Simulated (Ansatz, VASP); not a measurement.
BAs in VASP and in Ansatz

```
B As
1.0
     0.00000    2.36571    2.36571
     2.36571    0.00000    2.36571
     2.36571    2.36571    0.00000
B As
1 1
Direct
  0.00000 0.00000 0.00000
  0.25000 0.25000 0.25000
```

Alike in both runs: functional LDA; k mesh 10 × 10 × 10; occupations fermi-dirac, width 0.02 eV; no spin polarisation.

Ansatz relaxed the structure, and its values are those at the end. VASP's run is a single point on that final structure, the one shown.

|  | VASP | Ansatz |
| --- | --- | --- |
| version | VASP 6.6.1 | Ansatz 0.2.0 |
| potentials or method | VASP PAW LDA potentials, release 64 (B_h, As_d), cutoff 1230 eV | PAW plane waves |
| valence electrons in the cell | 18 | 18 |

|  | VASP | Ansatz | Ansatz less VASP |
| --- | --- | --- | --- |
| gap on the k mesh at the Fermi level (eV) | 1.10 | 1.10 | +0.003 |
| pressure (GPa) | 0.4 | 0.0 | -0.37 |

Ansatz warns that its potentials were made for another functional, while VASP's fit it. LDA's correlation is that of Perdew and Zunger in VASP and of Perdew and Wang (1992) in Ansatz.
